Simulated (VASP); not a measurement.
# TePb (P1) in VASP: single point with PBE

Aim: the single point of TePb with PBE.

Program: VASP 6.6.1. These are calculated values, not measurements. Logs are shortened: lines on timing, memory, paths and dates and some standing lists are left out, and cuts for length are marked.

## Step 1: The cell of the first run

The typed cell holds 2 atoms: a = 4.626 Å, b = 4.626 Å, c = 4.626 Å, α = 60.00°, β = 60.00°, γ = 60.00°.

## Step 2: Single point, PBE

Contents of INCAR:

```
SYSTEM = TePb
ALGO = Normal
EDIFF = 1E-7
ENCUT = 520
GGA = PE
ISIF = 2
ISMEAR = 0
LASPH = .True.
LCHARG = .True.
LELF = .True.
LREAL = .False.
LVHAR = .True.
LWAVE = .False.
NBANDS = 17
NELM = 100
PREC = Accurate
SIGMA = 0.1
```

Contents of KPOINTS:

```
k-points
0
Gamma
  4 4 4
  0 0 0
```

Contents of POSCAR:

```
TePb
1.0
    0.0000000000      3.2708968051      3.2708968051
    3.2708968051      0.0000000000      3.2708968051
    3.2708968051      3.2708968051      0.0000000000
Te Pb
1 1
Direct
   -0.0783684207     -0.0013534173      0.0387722737
    0.4287753547      0.5565674555      0.4836149497
```

Potentials or basis: VASP PAW PBE potentials, release 64 (Te, Pb_d).

Run with:

```console
> cat potpaw_PBE.64/Te/POTCAR potpaw_PBE.64/Pb_d/POTCAR > POTCAR
> mpirun -np 1 vasp_std > vasp.out
```

OUTCAR:

```text
SYSTEM = TePb
   EDIFF = 1E-7
   ENCUT = 520
   GGA = PE
   ISIF = 2
   ISMEAR = 0
   LASPH = .True.
   LREAL = .False.
   NELM = 100
   PREC = Accurate

 ion  position               nearest neighbor table
   1  0.922  0.999  0.039-   2 3.06   2 3.12   2 3.27   2 3.29   2 3.43   2 3.49
   2  0.429  0.557  0.484-   1 3.06   1 3.12   1 3.27   1 3.29   1 3.43   1 3.49

  LATTYP: Found a face centered cubic cell.
 ALAT       =     6.5417936102

  Lattice vectors:

 A1 = (   0.0000000000,   3.2708968051,   3.2708968051)
 A2 = (   3.2708968051,   0.0000000000,   3.2708968051)
 A3 = (   3.2708968051,   3.2708968051,   0.0000000000)

Analysis of symmetry for initial positions (statically):
=====================================================================
 Subroutine PRICEL returns:
 Original cell was already a primitive cell.

 Routine SETGRP: Setting up the symmetry group for a
 face centered cubic supercell.

 Subroutine GETGRP returns: Found  1 space group operations
 (whereof  1 operations were pure point group operations)
 out of a pool of 48 trial point group operations.

The static configuration has the point symmetry C_1 .

Analysis of symmetry for dynamics (positions and initial velocities):
=====================================================================
 Subroutine PRICEL returns:
 Original cell was already a primitive cell.

 Routine SETGRP: Setting up the symmetry group for a
 face centered cubic supercell.

 Subroutine GETGRP returns: Found  1 space group operations
 (whereof  1 operations were pure point group operations)
 out of a pool of 48 trial point group operations.

The dynamic configuration has the point symmetry C_1 .

 Subroutine INISYM returns: Found  1 space group operations
 (whereof  1 operations are pure point group operations),
 and found     1 'primitive' translations

----------------------------------------------------------------------------------------

                                     Primitive cell

  volume of cell :      69.9891

  direct lattice vectors                    reciprocal lattice vectors
     0.000000000  3.270896805  3.270896805    -0.152863276  0.152863276  0.152863276
     3.270896805  0.000000000  3.270896805     0.152863276 -0.152863276  0.152863276
     3.270896805  3.270896805  0.000000000     0.152863276  0.152863276 -0.152863276

  length of vectors
     4.625746623  4.625746623  4.625746623     0.264766960  0.264766960  0.264766960

  position of ions in fractional coordinates (direct lattice)
     0.921631579  0.998646583  0.038772274
     0.428775355  0.556567456  0.483614950

  ion indices of the primitive-cell ions
   primitive index   ion index
                 1           1
                 2           2

----------------------------------------------------------------------------------------

 KPOINTS: k-points

Automatic generation of k-mesh.
 Grid dimensions read from file:
 generate k-points for:    4    4    4

 Generating k-lattice:

  Cartesian coordinates                     Fractional coordinates (reciprocal lattice)
    -0.038215819  0.038215819  0.038215819     0.250000000  0.000000000  0.000000000
     0.038215819 -0.038215819  0.038215819     0.000000000  0.250000000  0.000000000
     0.038215819  0.038215819 -0.038215819     0.000000000  0.000000000  0.250000000

  Length of vectors
     0.066191740  0.066191740  0.066191740

  Shift w.r.t. Gamma in fractional coordinates (k-lattice)
     0.000000000  0.000000000  0.000000000

 Subroutine IBZKPT returns following result:
 ===========================================

 Found     36 irreducible k-points:

 Following reciprocal coordinates:
            Coordinates               Weight
  0.000000  0.000000  0.000000      1.000000
  0.250000  0.000000  0.000000      2.000000
  0.000000  0.250000  0.000000      2.000000
  0.000000  0.000000  0.250000      2.000000
  0.250000  0.250000  0.250000      2.000000
  0.500000  0.000000  0.000000      1.000000
[... 16 lines left out ...]
  0.250000  0.500000  0.500000      2.000000
  0.500000  0.000000  0.250000      2.000000
 [... further k-points ...]
   k-points           NKPTS =     36   k-points in BZ     NKDIM =     36   number of bands    NBANDS=     17
   number of dos      NEDOS =    301   number of ions     NIONS =      2
   total plane-waves  NPLWV =  46656
   dimension x,y,z NGX =    36 NGY =   36 NGZ =   36
   dimension x,y,z NGXF=    72 NGYF=   72 NGZF=   72
   ions per type =               1   1
   NGX,Y,Z   is equivalent  to a cutoff of  12.94, 12.94, 12.94 a.u.
   NGXF,Y,Z  is equivalent  to a cutoff of  25.88, 25.88, 25.88 a.u.
 SYSTEM =  TePb
   PREC   = accura    normal or accurate (medium, high low for compatibility)
   ISTART =      0    job   : 0-new  1-cont  2-samecut
   ICHARG =      2    charge: 1-file 2-atom 10-const
   ISPIN  =      1    spin polarized calculation?
   LNONCOLLINEAR =      F non collinear calculations
   LSORBIT =      F    spin-orbit coupling
   LASPH  =      T    aspherical Exc in radial PAW
   ENCUT  =  520.0 eV  38.22 Ry    6.18 a.u.   8.60  8.60  8.60*2*pi/ulx,y,z
   NELM   =    100;   NELMIN=  2; NELMDL= -5     # of ELM steps
   EDIFF  = 0.1E-06   stopping-criterion for ELM
   LREAL  =      F    real-space projection
   EDIFFG = 0.1E-05   stopping-criterion for IOM
   NSW    =      0    number of steps for IOM
   IBRION =     -1    ionic relax: 0-MD 1-quasi-New 2-CG
   NFREE  =      0    steps in history (QN), initial steepest desc. (CG)
   ISIF   =      2    stress and relaxation
   ISYM   =      2    0-nonsym 1-usesym 2-fastsym
   POTIM  = 0.5000    time-step for ionic-motion
   TEBEG  =    0.0;   TEEND  =   0.0 temperature during run
   PSTRESS=    0.0 pullay stress
   NELECT =      20.0000    total number of electrons
   NUPDOWN=      -1.0000    fix difference up-down
   EMIN   =  10.00;   EMAX   =-10.00  energy-range for DOS
   EFERMI =   0.00;   METHOD = LEGACY
   ISMEAR =     0;   SIGMA  =   0.10  broadening in eV -4-tet -1-fermi 0-gaus
   EFERMI_NEDOS =   21; number of points for ismear=-14 and -15
   IALGO  =     38    algorithm
   IMIX   =      4    mixing-type and parameters
     AMIX     =   0.40;   BMIX     =  1.00
     AMIX_MAG =   1.60;   BMIX_MAG =  1.00
  volume/ion in A,a.u.               =      34.99       236.15
  Fermi-wavevector in a.u.,A,eV,Ry     =   1.078304  2.037700 15.820039  1.162740
  Thomas-Fermi vector in A             =   2.214239
   LORBIT       =      0    0 simple, 1 ext, 2 COOP (PROOUT), +10 PAW based schemes
   GGA     = PE    functional components
   LHFCALC =     F    Hartree Fock is set to
   AEXX    =    0.0000 exact exchange contribution
   IVDW    =     0    specifies the selected vdW correction
   LEPSILON=     F    determine dielectric tensor
   LRPA    =     F    only Hartree local field effects (RPA)
 non-spin polarized calculation
 Gauss-broadening in eV      SIGMA  =   0.10
  energy-cutoff  :      520.00
  volume of cell :       69.99
 maximum number of plane-waves:      1893
 NGX is ok and might be reduce to    36
   NGX = 17   NGY = 17   NGZ = 17

 number of electron      20.0000001 magnetization

 Free energy of the ion-electron system (eV)
  ---------------------------------------------------
  ext. energy  EPLUGINS =         0.00000000
  ---------------------------------------------------
  free energy    TOTEN  =        -7.51146229 eV

  energy without entropy =       -7.51146229  energy(sigma->0) =       -7.51146229

 E-fermi :   5.5850     XC(G=0):  -9.1256

 val. band max:        5.1380944896   @ k =   0.5000   0.0000   0.0000
 cond. band min:       6.0276247174   @ k =   0.5000   0.0000   0.0000
 fundamental gap:      0.8895302278
 Fermi energy:         5.5850211333

 k-point     1 :       0.0000    0.0000    0.0000
  band No.  band energies     occupation
      1     -11.4677      2.00000
      2     -11.4656      2.00000
      3     -11.4596      2.00000
      4     -11.4540      2.00000
      5     -11.4513      2.00000
      6      -6.6327      2.00000
[... 9 lines left out ...]
     16      11.3249      0.00000
     17      12.5483      0.00000

 k-point     2 :       0.2500    0.0000    0.0000
  band No.  band energies     occupation
      1     -11.4740      2.00000
      2     -11.4731      2.00000
      3     -11.4535      2.00000
      4     -11.4506      2.00000
      5     -11.4443      2.00000
      6      -6.1351      2.00000
[... 9 lines left out ...]
     16      12.0886      0.00000
     17      15.2720      0.00000

 k-point     3 :       0.0000    0.2500    0.0000
  band No.  band energies     occupation
      1     -11.4736      2.00000
      2     -11.4711      2.00000
      3     -11.4570      2.00000
      4     -11.4473      2.00000
      5     -11.4457      2.00000
      6      -6.1586      2.00000
[... 9 lines left out ...]
     16      12.1461      0.00000
     17      15.2574      0.00000

 k-point     4 :       0.0000    0.0000    0.2500
  band No.  band energies     occupation
      1     -11.4738      2.00000
      2     -11.4711      2.00000
      3     -11.4568      2.00000
      4     -11.4472      2.00000
      5     -11.4459      2.00000
      6      -6.1564      2.00000
[... 9 lines left out ...]
     16      12.1441      0.00000
     17      15.2581      0.00000
[... 343 lines left out ...]
      1     -11.4988      2.00000
      2     -11.4674      2.00000
      3     -11.4560      2.00000
      4     -11.4415      2.00000
      5     -11.4347      2.00000
      6      -5.2511      2.00000
[... 9 lines left out ...]
     16      14.8400      0.00000
     17      15.5938      0.00000

 k-point    23 :       0.2500    0.5000    0.5000
  band No.  band energies     occupation
      1     -11.5006      2.00000
      2     -11.4672      2.00000
      3     -11.4505      2.00000
      4     -11.4418      2.00000
      5     -11.4388      2.00000
      6      -5.2183      2.00000
[... 9 lines left out ...]
     16      14.8470      0.00000
     17      15.5278      0.00000

 k-point    24 :       0.5000    0.0000    0.2500
  band No.  band energies     occupation
      1     -11.5003      2.00000
      2     -11.4678      2.00000
      3     -11.4547      2.00000
      4     -11.4427      2.00000
      5     -11.4336      2.00000
      6      -5.1973      2.00000
[... 9 lines left out ...]
     16      14.7816      0.00000
     17      15.4408      0.00000

 [... further k-points ...]
[... 5 lines left out ...]
  --------------------------------------------------------------------------------------
  -------------------------------------------------------------------------------------
  Total        0.1286388      0.5083069      0.8305073     -0.0035545     -0.0762424      0.0046124
  in kB        2.9447744     11.6360625     19.0118115     -0.0813679     -1.7453257      0.1055865
  external PRESSURE =      11.1975495 kB  Pullay stress =       0.0000000 kB

 VOLUME and BASIS-vectors are now :
 -----------------------------------------------------------------------------
  energy-cutoff  :      520.00
  volume of cell :       69.99
      direct lattice vectors                 reciprocal lattice vectors
     0.000000000  3.270896805  3.270896805    -0.152863276  0.152863276  0.152863276
     3.270896805  0.000000000  3.270896805     0.152863276 -0.152863276  0.152863276
     3.270896805  3.270896805  0.000000000     0.152863276  0.152863276 -0.152863276

 POSITION                                       TOTAL-FORCE (eV/Angst)
 -----------------------------------------------------------------------------------
      3.39329      3.14138      6.28103         0.001945     -0.067977      0.122933
      3.40233      2.98433      3.22295        -0.001945      0.067977     -0.122933
 -----------------------------------------------------------------------------------
    total drift:                                0.000025     -0.000095      0.000123

  FREE ENERGIE OF THE ION-ELECTRON SYSTEM (eV)
  ---------------------------------------------------
  free  energy   TOTEN  =        -7.5114622913 eV

  energy  without entropy=       -7.5114622912  energy(sigma->0) =       -7.51146229
```

It took 1.7 min on 1 thread of Intel Xeon 6975P-C, shared host; peak memory 0.22 GiB.

What came out:

```yaml
Free_energy: -7.5115 eV
Pressure: 1.1 GPa
Largest_force: 0.140 eV/Å
Band_gap_on_the_k_mesh: 0.89 eV, direct
```

Forces on the atoms (eV/Å):
```
Te   0.002 -0.068  0.123
Pb  -0.002  0.068 -0.123
```

Caveat: spin-orbit coupling is left out, which moves the levels of the heavy elements. A k mesh can miss the band edges.
